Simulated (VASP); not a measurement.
# HgTe (Coloradoite) (F-43m) in VASP: settings compared

The runs below take HgTe (Coloradoite) through single point, with r2SCAN+D3(BJ), LDA, PBE.

Program: VASP 6.6.1. These are calculated values, not measurements. Logs are shortened: lines on timing, memory, paths and dates and some standing lists are left out, and cuts for length are marked.

## (1) The cell of the first run

It takes space group F-43m (No. 216, cubic). Conventional cell: a = 6.472 Å, b = 6.472 Å, c = 6.472 Å, α = 90.00°, β = 90.00°, γ = 90.00°. Within 3.7 Å of Hg (site symmetry -43m) lie 4 Te at 2.80 Å. Te (site symmetry -43m) has 4 Hg at 2.80 Å within 3.7 Å.

## (2) Single point, r2SCAN+D3(BJ)

POSCAR reads:

```
HgTe
1.0
    0.0000000000      3.2357886999      3.2357886999
    3.2357886999      0.0000000000      3.2357886999
    3.2357886999      3.2357886999      0.0000000000
Hg Te
1 1
Direct
    0.0000000000      0.0000000000      0.0000000000
    0.7500000000      0.7500000000      0.7500000000
```

INCAR.step1 reads:

```
SYSTEM = HgTe
PREC = Accurate
ENCUT = 520
ISMEAR = -1
SIGMA = 0.05
LREAL = .FALSE.
LASPH = .TRUE.
NELM = 60
NBANDS = 16
GGA = PE
ALGO = Normal
EDIFF = 1E-4
LWAVE = .TRUE.
LCHARG = .FALSE.
```

INCAR.step2 reads:

```
SYSTEM = HgTe
PREC = Accurate
ENCUT = 520
EDIFF = 1E-6
ISMEAR = -1
SIGMA = 0.05
LREAL = .FALSE.
LASPH = .TRUE.
NELM = 60
ALGO = Normal
ISIF = 2
LWAVE = .FALSE.
LCHARG = .FALSE.
METAGGA = R2SCAN
LMIXTAU = .TRUE.
IVDW = 12
VDW_S6 = 1.0
VDW_S8 = 0.78981345
VDW_A1 = 0.49484001
VDW_A2 = 5.73083694
NBANDS = 16
ISTART = 1
```

KPOINTS reads:

```
Automatic mesh
0
G
  7 7 7
  0 0 0
```

Potentials or basis: VASP PAW PBE potentials, release 64 (Hg, Te).

On the command line:

```console
cat potpaw_PBE.64/Hg/POTCAR potpaw_PBE.64/Te/POTCAR > POTCAR
cp INCAR.step1 INCAR
mpirun -np 1 vasp_std > vasp.out
cp INCAR.step2 INCAR
mpirun -np 1 vasp_std > vasp.out
```

OUTCAR:

```text
SYSTEM = HgTe
   PREC = Accurate
   ENCUT = 520
   EDIFF = 1E-6
   ISMEAR = -1
   LREAL = .FALSE.
   LASPH = .TRUE.
   NELM = 60
   ISIF = 2
   METAGGA = R2SCAN
   IVDW = 12
   ISTART = 1
 IVDW          = 12

 ion  position               nearest neighbor table
   1  0.000  0.000  0.000-   2 2.80   2 2.80   2 2.80   2 2.80
   2  0.750  0.750  0.750-   1 2.80   1 2.80   1 2.80   1 2.80

  LATTYP: Found a face centered cubic cell.
 ALAT       =     6.4715773998

  Lattice vectors:

 A1 = (   0.0000000000,   3.2357886999,   3.2357886999)
 A2 = (   3.2357886999,   0.0000000000,   3.2357886999)
 A3 = (   3.2357886999,   3.2357886999,   0.0000000000)

Analysis of symmetry for initial positions (statically):
=====================================================================
 Subroutine PRICEL returns:
 Original cell was already a primitive cell.

 Routine SETGRP: Setting up the symmetry group for a
 face centered cubic supercell.

 Subroutine GETGRP returns: Found 24 space group operations
 (whereof 24 operations were pure point group operations)
 out of a pool of 48 trial point group operations.

The static configuration has the point symmetry T_d .

Analysis of symmetry for dynamics (positions and initial velocities):
=====================================================================
 Subroutine PRICEL returns:
 Original cell was already a primitive cell.

 Routine SETGRP: Setting up the symmetry group for a
 face centered cubic supercell.

 Subroutine GETGRP returns: Found 24 space group operations
 (whereof 24 operations were pure point group operations)
 out of a pool of 48 trial point group operations.

The dynamic configuration has the point symmetry T_d .

 Subroutine INISYM returns: Found 24 space group operations
 (whereof 24 operations are pure point group operations),
 and found     1 'primitive' translations

----------------------------------------------------------------------------------------

                                     Primitive cell

  volume of cell :      67.7595

  direct lattice vectors                    reciprocal lattice vectors
     0.000000000  3.235788700  3.235788700    -0.154521833  0.154521833  0.154521833
     3.235788700  0.000000000  3.235788700     0.154521833 -0.154521833  0.154521833
     3.235788700  3.235788700  0.000000000     0.154521833  0.154521833 -0.154521833
[... 75 lines left out ...]
   LSORBIT =      F    spin-orbit coupling
   LASPH  =      T    aspherical Exc in radial PAW
   ENCUT  =  520.0 eV  38.22 Ry    6.18 a.u.   8.51  8.51  8.51*2*pi/ulx,y,z
   NELM   =     60;   NELMIN=  2; NELMDL=  0     # of ELM steps
   EDIFF  = 0.1E-05   stopping-criterion for ELM
   LREAL  =      F    real-space projection
   EDIFFG = 0.1E-04   stopping-criterion for IOM
   NSW    =      0    number of steps for IOM
   IBRION =     -1    ionic relax: 0-MD 1-quasi-New 2-CG
   NFREE  =      0    steps in history (QN), initial steepest desc. (CG)
   ISIF   =      2    stress and relaxation
   ISYM   =      2    0-nonsym 1-usesym 2-fastsym
   POTIM  = 0.5000    time-step for ionic-motion
   TEBEG  =    0.0;   TEEND  =   0.0 temperature during run
   PSTRESS=    0.0 pullay stress
   NELECT =      18.0000    total number of electrons
   NUPDOWN=      -1.0000    fix difference up-down
   EMIN   =  10.00;   EMAX   =-10.00  energy-range for DOS
   EFERMI =   0.00;   METHOD = LEGACY
   ISMEAR =    -1;   SIGMA  =   0.05  broadening in eV -4-tet -1-fermi 0-gaus
   EFERMI_NEDOS =   21; number of points for ismear=-14 and -15
   IALGO  =     38    algorithm
   IMIX   =      4    mixing-type and parameters
     AMIX     =   0.40;   BMIX     =  1.00
     AMIX_MAG =   1.60;   BMIX_MAG =  1.00
  volume/ion in A,a.u.               =      33.88       228.63
  Fermi-wavevector in a.u.,A,eV,Ry     =   1.052387  1.988723 15.068705  1.107519
  Thomas-Fermi vector in A             =   2.187468
   LORBIT       =      0    0 simple, 1 ext, 2 COOP (PROOUT), +10 PAW based schemes
   METAGGA = R2SCAN    functional components
   LHFCALC =     F    Hartree Fock is set to
   AEXX    =    0.0000 exact exchange contribution
   IVDW    =    12    specifies the selected vdW correction
   LEPSILON=     F    determine dielectric tensor
   LRPA    =     F    only Hartree local field effects (RPA)
 non-spin polarized calculation
  energy-cutoff  :      520.00
  volume of cell :       67.76
 maximum number of plane-waves:      1841
 NGX is ok and might be reduce to    36
   NGX = 17   NGY = 17   NGZ = 17

 number of electron      18.0000002 magnetization

 Free energy of the ion-electron system (eV)
  ---------------------------------------------------
  ext. energy  EPLUGINS =         0.00000000
  ---------------------------------------------------
  free energy    TOTEN  =       -75.13777091 eV

  energy without entropy =      -75.13707722  energy(sigma->0) =      -75.13742406

 E-fermi :   2.8742     XC(G=0):  -9.3000

 val. band max:        2.8332954562   @ k =   0.0000   0.0000   0.0000
 cond. band min:       3.7814170424   @ k =   0.1429   0.0000   0.0000
 fundamental gap:      0.9481215861
 Fermi energy:         2.8741771078

 k-point     1 :       0.0000    0.0000    0.0000
  band No.  band energies     occupation
      1      -9.5496      2.00000
      2      -4.7904      2.00000
      3      -4.7904      2.00000
      4      -4.7904      2.00000
      5      -4.2210      2.00000
      6      -4.2210      2.00000
[... 357 lines left out ...]
      3      -4.5124      2.00000
      4      -4.2922      2.00000
      5      -4.2329      2.00000
      6      -3.6364      2.00000
[... 8 lines left out ...]
     15      13.4421      0.00000
     16      15.2242      0.00000

------------------------ aborting loop because EDIFF is reached ----------------------------------------

 Edisp (eV)   -0.34871

 E8    (eV) :    -0.1267

  FORCE on cell =-STRESS in cart. coord.  units (eV):
  Direction    XX          YY          ZZ          XY          YZ          ZX
  --------------------------------------------------------------------------------------
  -------------------------------------------------------------------------------------
  Total       0.58220     0.58220     0.58220     0.00000    -0.00000    -0.00000
  in kB      13.76609    13.76609    13.76609     0.00000    -0.00000    -0.00000
  external pressure =       13.77 kB  Pullay stress =        0.00 kB

 VOLUME and BASIS-vectors are now :
 -----------------------------------------------------------------------------
  energy-cutoff  :      520.00
  volume of cell :       67.76
      direct lattice vectors                 reciprocal lattice vectors
     0.000000000  3.235788700  3.235788700    -0.154521833  0.154521833  0.154521833
     3.235788700  0.000000000  3.235788700     0.154521833 -0.154521833  0.154521833
     3.235788700  3.235788700  0.000000000     0.154521833  0.154521833 -0.154521833

 POSITION                                       TOTAL-FORCE (eV/Angst)
 -----------------------------------------------------------------------------------
      0.00000      0.00000      0.00000         0.000000      0.000000     -0.000000
      4.85368      4.85368      4.85368        -0.000000     -0.000000      0.000000
 -----------------------------------------------------------------------------------
    total drift:                               -0.000000     -0.000000     -0.000000

  FREE ENERGIE OF THE ION-ELECTRON SYSTEM (eV)
  ---------------------------------------------------
  free  energy   TOTEN  =       -75.4864763755 eV

  energy  without entropy=      -75.4857826913  energy(sigma->0) =      -75.48612953
```

OUTCAR.step1:

```text
SYSTEM = HgTe
   PREC = Accurate
   ENCUT = 520
   ISMEAR = -1
   LREAL = .FALSE.
   LASPH = .TRUE.
[... 594 lines left out ...]
      0.00000      0.00000      0.00000         0.000000     -0.000000     -0.000000
      4.85368      4.85368      4.85368        -0.000000      0.000000      0.000000
 -----------------------------------------------------------------------------------
    total drift:                               -0.000000     -0.000000     -0.000000

  FREE ENERGIE OF THE ION-ELECTRON SYSTEM (eV)
  ---------------------------------------------------
  free  energy   TOTEN  =        -3.5860096015 eV

  energy  without entropy=       -3.5853016066  energy(sigma->0) =       -3.58565560
```

OSZICAR.step1:

```text
N       E                     dE             d eps       ncg     rms          rms(c)
DAV:   1     0.106156193826E+03    0.10616E+03   -0.79658E+03   640   0.968E+02
DAV:   2    -0.924936603417E-01   -0.10625E+03   -0.99634E+02   768   0.230E+02
DAV:   3    -0.376536967142E+01   -0.36729E+01   -0.36648E+01   776   0.436E+01
DAV:   4    -0.379845476347E+01   -0.33085E-01   -0.33084E-01   968   0.385E+00
DAV:   5    -0.379852606245E+01   -0.71299E-04   -0.71299E-04   832   0.171E-01    0.762E+00
DAV:   6    -0.359436306406E+01    0.20416E+00   -0.39948E-01   768   0.854E+00    0.601E+00
DAV:   7    -0.358672730374E+01    0.76358E-02   -0.98439E-02   720   0.215E+00    0.220E+00
DAV:   8    -0.358599128345E+01    0.73602E-03   -0.10734E-02   744   0.119E+00    0.532E-01
DAV:   9    -0.358600960149E+01   -0.18318E-04   -0.71596E-04   792   0.311E-01
   1 F= -.35860096E+01 E0= -.35856556E+01  d E =-.707995E-03
```

Run time: 42 s. Hardware: 1 thread of Intel Xeon 6975P-C (Granite Rapids), shared host; peak memory 0.22 GiB.

What came out:

```
Free energy                : -75.4865 eV
Pressure                   : 1.4 GPa
Band gap on the k mesh     : zero (filled and empty bands touch)
Dispersion energy per atom : -0.174 eV
```

Caveat: the PAW data sets were made with another functional, which shifts forces and pressure a little; spin-orbit coupling is left out, which moves the levels of the heavy elements; pairwise dispersion overbinds metals, which lowers pressure and volume.

(Continued in part 2 of 2.)
